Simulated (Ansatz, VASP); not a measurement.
# C: VASP beside Ansatz

INCAR

```
PREC = Accurate
ENCUT = 520
EDIFF = 1E-6
ISMEAR = 0
SIGMA = 0.05
LREAL = F
LASPH = T
NELM = 80
ALGO = Normal
ISIF = 2
LWAVE = F
LCHARG = F
NBANDS = 26
```

KPOINTS

```
Automatic mesh
0
Gamma
  8 8 8
```

File POSCAR:

```
C
1.0
   -2.4019938181      1.9786390245      2.4113924058
    2.2001695428     -2.1621382237      2.3930673297
    2.5243556654      2.2845000710     -2.5948916050
C
8
Direct
    0.2871063613     -0.0180007559     -0.0483542315
    0.6830341314      0.7103836922      0.6945139946
    0.0196666565      0.3173858199      0.0024021067
   -0.0355547985     -0.0229479791      0.2766346376
    0.0098783182      0.7148550851      0.0477951802
    0.3512095745      0.3023941590      0.3459265308
    0.6658622201     -0.0491875712     -0.0215920447
    0.0187975365      0.0451175500      0.7026738262
```

Input for Ansatz:

```yaml
crystal:
  lattice:
    - [-2.4019938181, 1.9786390245, 2.4113924058]
    - [2.2001695428, -2.1621382237, 2.3930673297]
    - [2.5243556654, 2.284500071, -2.594891605]
  atoms:
    - { symbol: C, position: [0.2871063613, -0.0180007559, -0.0483542315] }
    - { symbol: C, position: [0.6830341314, 0.7103836922, 0.6945139946] }
    - { symbol: C, position: [0.0196666565, 0.3173858199, 0.0024021067] }
    - { symbol: C, position: [-0.0355547985, -0.0229479791, 0.2766346376] }
    - { symbol: C, position: [0.0098783182, 0.7148550851, 0.0477951802] }
    - { symbol: C, position: [0.3512095745, 0.302394159, 0.3459265308] }
    - { symbol: C, position: [0.6658622201, -0.0491875712, -0.0215920447] }
    - { symbol: C, position: [0.0187975365, 0.04511755, 0.7026738262] }
basis:
  ecutwfc: 420
kpoints:
  mp_grid: { grid: [8, 8, 8] }
hamiltonian:
  xc: lda
scf:
  occupations: { method: gaussian, width: 0.05 }
output:
  forces: true
  stress: true
  eigenvalues: true
```

Change from the starting cell: all atoms moved at random (sigma 0.1 Å a component), cell strained at random (sigma 0.05).

Alike in both runs: task single point; functional LDA; k mesh 8 × 8 × 8; occupations gaussian, width 0.05 eV; no spin polarisation.

```csv
,VASP,Ansatz
version,VASP 6.6.1,Ansatz 0.2.0
potentials or method,"VASP PAW LDA potentials, release 64 (C), cutoff 520 eV","scalar-relativistic, plane waves, PAW"
valence electrons in the cell,32,32
```

```csv
,VASP,Ansatz,Ansatz less VASP
gap on the k mesh at the Fermi level (eV),none,none,-
pressure (GPa),112.4,110.6,-1.82
"traceless stress, the component that is largest in VASP (GPa)",-83.71,-83.24,+0.463
rms of the force components (eV/Å),9.326,9.250,-0.0761
```

LDA's correlation is that of Perdew and Zunger in VASP and of Perdew and Wang (1992) in Ansatz. Atom by atom the forces differ by 0.094 eV/Å (rms over components). A gap of «none» marks a metal or a gap that the smearing closes. Both programs put the cell under a high pressure, so it lies far from rest at this level.

Noted on VASP's run: the cell as given lies far from equilibrium.
